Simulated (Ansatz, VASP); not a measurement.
AgB2: VASP beside Ansatz

```
Ag B
1.0
     3.02118    0.00000    0.00000
    -1.51059    2.61642    0.00000
     0.00000    0.00000    4.06266
Ag B
1 2
Cartesian
  0.0000 0.0000 0.0000
  0.0000 1.7443 2.0313
  1.5106 0.8721 2.0313
```

Alike in both runs: task single point; functional revPBE; k mesh 14 × 14 × 11; occupations gaussian, width 0.001 eV; no spin polarisation.

```csv
,VASP,Ansatz
version,VASP 6.6.1,Ansatz 0.2.0
potentials or method,"VASP PAW PBE potentials, release 64 (Ag, B), cutoff 520 eV","all-electron LAPW, non-relativistic"
```

|  | VASP | Ansatz | Ansatz less VASP |
| --- | --- | --- | --- |
| gap on the k mesh at the Fermi level (eV) | none | none | - |
| pressure (GPa) | 2.7 | 6.3 | +3.57 |
| traceless stress, the component that is largest in VASP (GPa) | -0.41 | 0.58 | +0.985 |

VASP's potentials were made for PBE, not for revPBE. A gap of «none» marks a metal or a gap that the smearing closes. Ansatz ran all-electron here, and VASP with PAW potentials.
